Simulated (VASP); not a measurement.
## La: single point with BLYP

Crystal: La.

```xyz
3
Lattice="6.0885 0.0000 0.0000 -3.0443 5.2728 0.0000 0.0000 0.0000 3.7416" Properties=species:S:1:pos:R:3 pbc="T T T"
La   -3.0443    5.2728    0.0000
La    0.0000    3.5152    1.8708
La    3.0443    1.7576    1.8708
```

* Program: VASP 6.6.1
* Task: single point
* Functional: BLYP
* Potentials or basis: VASP PAW PBE potentials, release 64 (La)
* Cutoff: 520 eV
* k mesh: 7 × 7 × 10
* Occupations: fermi-dirac, width 0.1 eV
* Spin: no spin polarisation
* Dipole correction: no
* Further INCAR settings: ALGO = Normal; EDIFF = 1e-06; NBANDS = 24

```yaml
Pressure: 0.0 GPa
```

Levels at points of the mesh, in eV from the Fermi level:
```
           k point  band 15  band 16  band 17  band 18  band 19  band 20
(0.00, 0.00, 0.00)     0.32     0.52     0.52     0.53     0.53     0.91
(0.00, 0.00, 0.50)    -0.80    -0.80    -0.58     0.16     1.03     1.03
```

It took 5.4 min on 1 thread of Oxide Virtual Turin-like Processor, with other jobs on the host, peak memory 0.28 GiB.

Caveat: the PAW data sets were made with another functional, which shifts forces and pressure a little; spin-orbit coupling is left out, which moves the levels of the heavy elements.
